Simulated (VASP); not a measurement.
# Si2W (P6_222) in VASP: notebook

Si2W is run at these levels: LDA; tasks: single point.

Program: VASP 6.6.1. These are calculated values, not measurements. Logs are shortened: lines on timing, memory, paths and dates and some standing lists are left out, and cuts for length are marked.

## (1) The cell of the first run

It takes space group P6_222 (No. 180, hexagonal). Conventional cell: a = 4.617 Å, b = 4.617 Å, c = 6.653 Å, α = 90.00°, β = 90.00°, γ = 120.00°. W (site symmetry 222) has 10 Si at 2.59 to 2.69 Å and 4 W at 3.20 Å within 3.4 Å. Si (site symmetry 2) has 9 Si at 2.57 to 3.23 Å and 5 W at 2.59 to 2.69 Å within 3.4 Å.

## (2) Single point, LDA

Input file INCAR:

```
SYSTEM = Si2W
PREC     = Accurate       ! precision mode
ENCUT    = 520            ! plane-wave cutoff, eV
EDIFF    = 1E-6           ! SCF threshold, eV
ISMEAR   = -1             ! smearing method
SIGMA    = 0.05           ! smearing width, eV
LREAL    = .False.        ! projectors in reciprocal space
LASPH    = .True.         ! aspherical terms in the spheres
NELM     = 100            ! most SCF steps
ALGO     = Normal         ! electronic algorithm
ISIF     = 2              ! what is computed and relaxed
LWAVE    = .False.        ! write WAVECAR
LCHARG   = .False.        ! write CHGCAR
NBANDS   = 43             ! bands
```

Input file KPOINTS:

```
Automatic mesh
0
Gamma
  7 7 4
  0 0 0
```

Input file POSCAR:

```
Si2W
1.0
    4.6168523821      0.0000000000      0.0000000000
   -2.3084261911      3.9983114484      0.0000000000
    0.0000000000      0.0000000000      6.6532220000
W Si
3 6
Direct
    0.5000000000      0.0000000000      0.5000000000
    0.5000000000      0.5000000000      0.8333333333
    0.0000000000      0.5000000000      0.1666666667
    0.3272520000      0.1636260000      0.1666666667
    0.8363740000      0.1636260000      0.8333333333
    0.1636260000      0.3272520000      0.5000000000
    0.6727480000      0.8363740000      0.1666666667
    0.1636260000      0.8363740000      0.8333333333
    0.8363740000      0.6727480000      0.5000000000
```

Potentials or basis: VASP PAW LDA potentials, release 64 (W_sv, Si).

The run is started by

```bash
$ cat potpaw_LDA.64/W_sv/POTCAR potpaw_LDA.64/Si/POTCAR > POTCAR
$ mpirun -np 1 vasp_std > vasp.out
```

OUTCAR:

```text
SYSTEM = Si2W
   PREC = Accurate
   ENCUT = 520
   EDIFF = 1E-6
   ISMEAR = -1
   LREAL = .False.
   LASPH = .True.
   NELM = 100
   ISIF = 2

 ion  position               nearest neighbor table
   1  0.500  0.000  0.500-   5 2.59   8 2.59   7 2.59   4 2.59   6 2.65   9 2.65   9 2.65   6 2.65
                             6 2.69   9 2.69   3 3.20   3 3.20   2 3.20   2 3.20
   2  0.500  0.500  0.833-   6 2.59   9 2.59   7 2.59   4 2.59   8 2.65   5 2.65   8 2.65   5 2.65
                             8 2.69   5 2.69   1 3.20   1 3.20   3 3.20   3 3.20
   3  0.000  0.500  0.167-   6 2.59   9 2.59   8 2.59   5 2.59   4 2.65   7 2.65   7 2.65   4 2.65
                             7 2.69   4 2.69   1 3.20   1 3.20   2 3.20   2 3.20
   4  0.327  0.164  0.167-   6 2.57   8 2.57   1 2.59   2 2.59   7 2.62   3 2.65   3 2.65   3 2.69
                             7 2.69   7 2.69
   5  0.836  0.164  0.833-   6 2.57   7 2.57   1 2.59   3 2.59   8 2.62   2 2.65   2 2.65   2 2.69
                             8 2.69   8 2.69
   6  0.164  0.327  0.500-   5 2.57   4 2.57   2 2.59   3 2.59   9 2.62   1 2.65   1 2.65   1 2.69
                             9 2.69   9 2.69
   7  0.673  0.836  0.167-   9 2.57   5 2.57   1 2.59   2 2.59   4 2.62   3 2.65   3 2.65   3 2.69
                             4 2.69   4 2.69
   8  0.164  0.836  0.833-   9 2.57   4 2.57   1 2.59   3 2.59   5 2.62   2 2.65   2 2.65   2 2.69
                             5 2.69   5 2.69
   9  0.836  0.673  0.500-   8 2.57   7 2.57   2 2.59   3 2.59   6 2.62   1 2.65   1 2.65   1 2.69
                             6 2.69   6 2.69

  LATTYP: Found a hexagonal cell.
 ALAT       =     4.6168523821
 C/A-ratio  =     1.4410731488

  Lattice vectors:

 A1 = (   4.6168523821,   0.0000000000,   0.0000000000)
 A2 = (  -2.3084261911,   3.9983114484,   0.0000000000)
 A3 = (   0.0000000000,   0.0000000000,   6.6532220000)

Analysis of symmetry for initial positions (statically):
=====================================================================
 Subroutine PRICEL returns:
 Original cell was already a primitive cell.

 Routine SETGRP: Setting up the symmetry group for a
 hexagonal supercell.

 Subroutine GETGRP returns: Found 12 space group operations
 (whereof  4 operations were pure point group operations)
 out of a pool of 24 trial point group operations.

The static configuration has the point symmetry D_2 .
 The point group associated with its full space group is D_6 .

Analysis of symmetry for dynamics (positions and initial velocities):
=====================================================================
 Subroutine PRICEL returns:
 Original cell was already a primitive cell.

 Routine SETGRP: Setting up the symmetry group for a
 hexagonal supercell.

 Subroutine GETGRP returns: Found 12 space group operations
 (whereof  4 operations were pure point group operations)
 out of a pool of 24 trial point group operations.

The dynamic configuration has the point symmetry D_2 .
 The point group associated with its full space group is D_6 .

 Subroutine INISYM returns: Found 12 space group operations
 (whereof  4 operations are pure point group operations),
 and found     1 'primitive' translations

----------------------------------------------------------------------------------------

                                     Primitive cell

  volume of cell :     122.8159

  direct lattice vectors                    reciprocal lattice vectors
     4.616852382  0.000000000  0.000000000     0.216597785  0.125052790  0.000000000
    -2.308426191  3.998311448  0.000000000     0.000000000  0.250105579  0.000000000
     0.000000000  0.000000000  6.653222000     0.000000000  0.000000000  0.150303116

  length of vectors
     4.616852382  4.616852382  6.653222000     0.250105579  0.250105579  0.150303116

  position of ions in fractional coordinates (direct lattice)
     0.500000000  0.000000000  0.500000000
     0.500000000  0.500000000  0.833333333
     0.000000000  0.500000000  0.166666667
     0.327252000  0.163626000  0.166666667
     0.836374000  0.163626000  0.833333333
     0.163626000  0.327252000  0.500000000
     0.672748000  0.836374000  0.166666667
     0.163626000  0.836374000  0.833333333
     0.836374000  0.672748000  0.500000000

  ion indices of the primitive-cell ions
   primitive index   ion index
                 1           1
                 2           2
                 3           3
                 4           4
                 5           5
                 6           6
                 7           7
                 8           8
                 9           9

----------------------------------------------------------------------------------------

 KPOINTS: Automatic mesh

Automatic generation of k-mesh.
 Grid dimensions read from file:
 generate k-points for:    7    7    4

 Generating k-lattice:

  Cartesian coordinates                     Fractional coordinates (reciprocal lattice)
     0.030942541  0.017864684  0.000000000     0.142857143  0.000000000  0.000000000
     0.000000000  0.035729368  0.000000000     0.000000000  0.142857143  0.000000000
     0.000000000  0.000000000  0.037575779     0.000000000  0.000000000  0.250000000

  Length of vectors
     0.035729368  0.035729368  0.037575779

  Shift w.r.t. Gamma in fractional coordinates (k-lattice)
     0.000000000  0.000000000  0.000000000

 Subroutine IBZKPT returns following result:
 ===========================================

 Found     24 irreducible k-points:

 Following reciprocal coordinates:
            Coordinates               Weight
  0.000000  0.000000  0.000000      1.000000
  0.142857  0.000000  0.000000      6.000000
  0.285714  0.000000  0.000000      6.000000
  0.428571  0.000000  0.000000      6.000000
  0.142857  0.142857  0.000000      6.000000
  0.285714  0.142857  0.000000     12.000000
[... 16 lines left out ...]
  0.428571  0.142857  0.500000      6.000000
  0.285714  0.285714  0.500000      6.000000
   k-points           NKPTS =     24   k-points in BZ     NKDIM =     24   number of bands    NBANDS=     43
   number of dos      NEDOS =    301   number of ions     NIONS =      9
   total plane-waves  NPLWV =  64800
   dimension x,y,z NGX =    36 NGY =   36 NGZ =   50
   dimension x,y,z NGXF=    72 NGYF=   72 NGZF=  100
   ions per type =               3   6
   NGX,Y,Z   is equivalent  to a cutoff of  12.96, 12.96, 12.49 a.u.
   NGXF,Y,Z  is equivalent  to a cutoff of  25.93, 25.93, 24.99 a.u.
 SYSTEM =  Si2W
   PREC   = accura    normal or accurate (medium, high low for compatibility)
   ISTART =      0    job   : 0-new  1-cont  2-samecut
   ICHARG =      2    charge: 1-file 2-atom 10-const
   ISPIN  =      1    spin polarized calculation?
   LNONCOLLINEAR =      F non collinear calculations
   LSORBIT =      F    spin-orbit coupling
   LASPH  =      T    aspherical Exc in radial PAW
   ENCUT  =  520.0 eV  38.22 Ry    6.18 a.u.   8.58  8.58 12.37*2*pi/ulx,y,z
   NELM   =    100;   NELMIN=  2; NELMDL= -5     # of ELM steps
   EDIFF  = 0.1E-05   stopping-criterion for ELM
   LREAL  =      F    real-space projection
   EDIFFG = 0.1E-04   stopping-criterion for IOM
   NSW    =      0    number of steps for IOM
   IBRION =     -1    ionic relax: 0-MD 1-quasi-New 2-CG
   NFREE  =      0    steps in history (QN), initial steepest desc. (CG)
   ISIF   =      2    stress and relaxation
   ISYM   =      2    0-nonsym 1-usesym 2-fastsym
   POTIM  = 0.5000    time-step for ionic-motion
   TEBEG  =    0.0;   TEEND  =   0.0 temperature during run
   PSTRESS=    0.0 pullay stress
   NELECT =      66.0000    total number of electrons
   NUPDOWN=      -1.0000    fix difference up-down
   EMIN   =  10.00;   EMAX   =-10.00  energy-range for DOS
   EFERMI =   0.00;   METHOD = LEGACY
   ISMEAR =    -1;   SIGMA  =   0.05  broadening in eV -4-tet -1-fermi 0-gaus
   EFERMI_NEDOS =   21; number of points for ismear=-14 and -15
   IALGO  =     38    algorithm
   IMIX   =      4    mixing-type and parameters
     AMIX     =   0.40;   BMIX     =  1.00
     AMIX_MAG =   1.60;   BMIX_MAG =  1.00
  volume/ion in A,a.u.               =      13.65        92.09
  Fermi-wavevector in a.u.,A,eV,Ry     =   1.330979  2.515186 24.102797  1.771506
  Thomas-Fermi vector in A             =   2.460025
   LORBIT       =      0    0 simple, 1 ext, 2 COOP (PROOUT), +10 PAW based schemes
   GGA     = CA    functional components
   LHFCALC =     F    Hartree Fock is set to
   AEXX    =    0.0000 exact exchange contribution
   IVDW    =     0    specifies the selected vdW correction
   LEPSILON=     F    determine dielectric tensor
   LRPA    =     F    only Hartree local field effects (RPA)
 non-spin polarized calculation
  energy-cutoff  :      520.00
  volume of cell :      122.82
 maximum number of plane-waves:      3343
 NGX is ok and might be reduce to    36
   NGX = 17   NGY = 17   NGZ = 25

 number of electron      66.0000007 magnetization

 Free energy of the ion-electron system (eV)
  ---------------------------------------------------
  ext. energy  EPLUGINS =         0.00000000
  ---------------------------------------------------
  free energy    TOTEN  =       -81.35045979 eV

  energy without entropy =      -81.34670150  energy(sigma->0) =      -81.34858064

 E-fermi :  12.2818     XC(G=0): -12.5873

 val. band max:       12.1947919959   @ k =   0.4286   0.0000   0.5000
 cond. band min:      12.3963577115   @ k =   0.4286   0.0000   0.0000
 fundamental gap:      0.2015657156
 Fermi energy:        12.2818370621

 k-point     1 :       0.0000    0.0000    0.0000
  band No.  band energies     occupation
      1     -61.6146      2.00000
      2     -61.6023      2.00000
      3     -61.6023      2.00000
      4     -26.2339      2.00000
      5     -26.2313      2.00000
      6     -26.2313      2.00000
[... 35 lines left out ...]
     42      15.1212      0.00000
     43      15.5918      0.00000
[... 1017 lines left out ...]
      3     -61.6032      2.00000
      4     -26.2687      2.00000
      5     -26.2539      2.00000
      6     -26.2522      2.00000
[... 35 lines left out ...]
     42      15.3687      0.00000
     43      15.4403      0.00000

------------------------ aborting loop because EDIFF is reached ----------------------------------------

  FORCE on cell =-STRESS in cart. coord.  units (eV):
  Direction    XX          YY          ZZ          XY          YZ          ZX
  --------------------------------------------------------------------------------------
  -------------------------------------------------------------------------------------
  Total       -6.4235131     -6.4235131     -6.8173597      0.0000000     -0.0000000      0.0000000
  in kB      -83.7970192    -83.7970192    -88.9348896      0.0000000     -0.0000000      0.0000000
  external PRESSURE =     -85.5096426 kB  Pullay stress =       0.0000000 kB

 VOLUME and BASIS-vectors are now :
 -----------------------------------------------------------------------------
  energy-cutoff  :      520.00
  volume of cell :      122.82
      direct lattice vectors                 reciprocal lattice vectors
     4.616852382  0.000000000  0.000000000     0.216597785  0.125052790  0.000000000
    -2.308426191  3.998311448  0.000000000     0.000000000  0.250105579  0.000000000
     0.000000000  0.000000000  6.653222000     0.000000000  0.000000000  0.150303116

 POSITION                                       TOTAL-FORCE (eV/Angst)
 -----------------------------------------------------------------------------------
      2.30843      0.00000      3.32661        -0.000000     -0.000000      0.000000
      1.15421      1.99916      5.54435        -0.000000     -0.000000     -0.000000
     -1.15421      1.99916      1.10887        -0.000000     -0.000000     -0.000000
      1.13316      0.65423      1.10887         0.042703      0.024654      0.000000
      3.48370      0.65423      5.54435        -0.042703      0.024654      0.000000
     -0.00000      1.30846      3.32661        -0.000000      0.049309      0.000000
      1.17527      3.34408      1.10887        -0.042703     -0.024654      0.000000
     -1.17527      3.34408      5.54435         0.042703     -0.024654     -0.000000
      2.30843      2.68986      3.32661         0.000000     -0.049309      0.000000
 -----------------------------------------------------------------------------------
    total drift:                               -0.000000     -0.000000      0.000000

  FREE ENERGIE OF THE ION-ELECTRON SYSTEM (eV)
  ---------------------------------------------------
  free  energy   TOTEN  =       -81.3504597861 eV

  energy  without entropy=      -81.3467015015  energy(sigma->0) =      -81.34858064
```

Wall time 48 s (1 thread of Intel Xeon 6975P-C (Granite Rapids), shared host); peak memory 0.25 GiB.

What came out:

```
Free energy            : -81.3505 eV
Pressure               : -8.6 GPa
Largest force          : 0.049 eV/Å
Band gap on the k mesh : 0.20 eV, indirect (least direct gap 0.64 eV)
```

Forces on the atoms (eV/Å):
```
W    0.000  0.000  0.000
W    0.000  0.000  0.000
W    0.000  0.000  0.000
Si   0.043  0.025  0.000
Si  -0.043  0.025  0.000
Si   0.000  0.049  0.000
Si  -0.043 -0.025  0.000
Si   0.043 -0.025  0.000
Si   0.000 -0.049  0.000
```

Stress tensor (GPa, compression positive):
```
-8.38  0.00  0.00
 0.00 -8.38  0.00
 0.00  0.00 -8.89
```

Caveat: spin-orbit coupling is left out, which moves the levels of the heavy elements. A k mesh can miss the band edges.

## (3) Single point, LDA

This run uses another cell than the first one, of 13.09 Å³/atom, 0.959 times its volume.

Input file INCAR:

```
  PREC = Accurate
  ENCUT = 520
  EDIFF = 1E-7
  ISMEAR = -1
  SIGMA = 0.05
  LREAL = F
  LASPH = T
  NELM = 60
  ALGO = Normal
  ISIF = 2
  LWAVE = F
  LCHARG = F
  GGA = CA
  NBANDS = 43
```

Input file KPOINTS:

```
regular mesh
0
Gamma
  7 7 4
```

Input file POSCAR:

```
Si2W
1.0
    4.5515548563      0.0000000000      0.0000000000
   -2.2757774282      3.9417621322      0.0000000000
    0.0000000000      0.0000000000      6.5647143557
W Si
3 6
Direct
    0.5000000000      0.0000000000      0.5000000000
    0.5000000000      0.5000000000      0.8333333333
    0.0000000000      0.5000000000      0.1666666667
    0.3275732297      0.1637866149      0.1666666667
    0.8362133851      0.1637866149      0.8333333333
    0.1637866149      0.3275732297      0.5000000000
    0.6724267703      0.8362133851      0.1666666667
    0.1637866149      0.8362133851      0.8333333333
    0.8362133851      0.6724267703      0.5000000000
```

Potentials or basis: VASP PAW LDA potentials, release 64 (W_sv, Si).

The run is started by

```bash
$ cat potpaw_LDA.64/W_sv/POTCAR potpaw_LDA.64/Si/POTCAR > POTCAR
$ mpirun -np 1 vasp_std > vasp.out
```

Wall time 3.6 min (1 thread of AMD EPYC 7R43 (Zen 3), shared host); peak memory 0.21 GiB.

Results (log left out):

```yaml
Free_energy: -81.4763 eV
Pressure: 0.8 GPa
Band_gap_on_the_k_mesh: 0.21 eV, indirect (least direct gap 0.71 eV)
```

Forces in eV/Å, atoms in the order of the input:
```
W    0.000  0.000  0.000
W    0.000  0.000  0.000
W    0.000  0.000  0.000
Si   0.002  0.001  0.000
Si  -0.002  0.001  0.000
Si   0.000  0.002  0.000
Si  -0.002 -0.001  0.000
Si   0.002 -0.001  0.000
Si   0.000 -0.002  0.000
```

Levels at points of the mesh, in eV from the valence-band top:
| k point | band 29 | band 30 | band 31 | band 32 | band 33 | band 34 | band 35 | band 36 | band 37 | band 38 |
| --- | --- | --- | --- | --- | --- | --- | --- | --- | --- | --- |
| (0.00, 0.00, 0.00) | -3.33 | -3.33 | -2.96 | -2.47 | -0.91 | 2.39 | 2.39 | 2.46 | 2.62 | 2.77 |
| (0.00, 0.00, 0.50) | -2.63 | -2.63 | -2.45 | -0.69 | -0.69 | 1.97 | 2.27 | 2.27 | 2.47 | 2.56 |

Caveat: spin-orbit coupling is left out, which moves the levels of the heavy elements. A k mesh can miss the band edges.
